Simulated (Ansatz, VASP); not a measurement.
# BaTlBr3: VASP beside Ansatz

```
Tl Ba Br
1.0
     6.29107    0.00000    0.00000
     0.00000    6.29107    0.00000
     0.00000    0.00000    6.29107
Tl Ba Br
1 1 3
Direct
  0.00000 0.00000 0.00000
  0.50000 0.50000 0.50000
  0.50000 0.50000 0.00000
  0.50000 0.00000 0.50000
  0.00000 0.50000 0.50000
```

Alike in both runs: task single point; functional r2SCAN; k mesh 4 × 4 × 4; no spin polarisation.

|  | VASP | Ansatz |
| --- | --- | --- |
| version | VASP 6.6.1 | Ansatz 0.2.0 |
| potentials or method | VASP PAW PBE potentials, release 64 (Tl_d, Ba_sv, Br) | plane waves, PAW |
| plane-wave cutoff (eV) | 520 | 500 |
| occupations | gaussian, width 0.01 eV | fixed |
| valence electrons in the cell | 44 | 44 |

```tsv
	VASP	Ansatz	Ansatz less VASP
gap on the k mesh at the Fermi level (eV)	3.40	3.41	+0.005
pressure (GPa)	-0.2	-0.4	-0.20
```

VASP's potentials were made for PBE, not for r2SCAN.

Neither program's run includes spin-orbit coupling.
